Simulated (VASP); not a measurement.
Runs of VASP 6.6.1 on AlCo. The structure is that of space group Pm-3m (No. 221), or close to it. The cells are those of the table. 

```tsv
spin	cell	k mesh	gap on the mesh (eV)	pressure (GPa)
off	a = 2.823 Å, 2 atoms	14 × 14 × 14	none	(a)
off	a = 2.795, b = 2.866, c = 2.866 Å, 2 atoms	18 × 18 × 18	none	1.7
off	a = 2.908 Å, 2 atoms	14 × 14 × 14	none	(b)
collinear, ferrimagnetic start	a = 2.852 Å, 2 atoms	14 × 14 × 14	none	0.0
off	a = 2.766, b = 2.876, c = 2.876 Å, 2 atoms	18 × 18 × 18	none	2.5
```

Alike in all rows: task single point; level PBE; potentials or basis VASP PAW PBE potentials, release 64 (Al, Co); cutoff (eV) 520; smearing gaussian 0.1 eV.

**Question.** Estimate the missing entries.

**Answer.** (a) 5.5; (b) -9.5.

A gap of «none» marks levels without a gap at the run's occupations.
